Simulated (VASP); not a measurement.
C:

```
CELL_PARAMETERS angstrom
0.00000 1.69604 1.86785
1.69604 0.00000 1.86785
1.69604 1.69604 0.00000
ATOMIC_POSITIONS crystal
C 0.50000 0.50000 0.50000
C 0.75000 0.75000 0.75000
```

This cell differs from its parent crystal: volume 5.373 Å^3 an atom, c/a of the conventional cell 1.1013.

Base run:

- Program: VASP 6.6.1
- Functional: LDA
- Potentials or basis: VASP PAW LDA potentials, release 64 (C)
- Cutoff: 520 eV
- k mesh: 12 × 12 × 12
- Occupations: gaussian, width 0.05 eV
- Spin: no spin polarisation

Its results: band gap on the k mesh 3.02 eV, indirect (least direct gap 4.83 eV); pressure 13.9 GPa.

Problem. The run is repeated on the same cell with these changes: potentials or basis from VASP PAW LDA potentials, release 64 (C) to VASP PAW LDA potentials, release 64 (C_h); cutoff from 520 eV to 910 eV. What comes out?

Solution. Band gap on the k mesh 3.02 eV, indirect (least direct gap 4.83 eV); pressure 12.9 GPa.

Caveats: the cutoff is under 1.25 times the usual one of these potentials, so pressure, stress and relaxed cells hold a basis-set (Pulay) error (some runs).

A k mesh can miss the band edges.
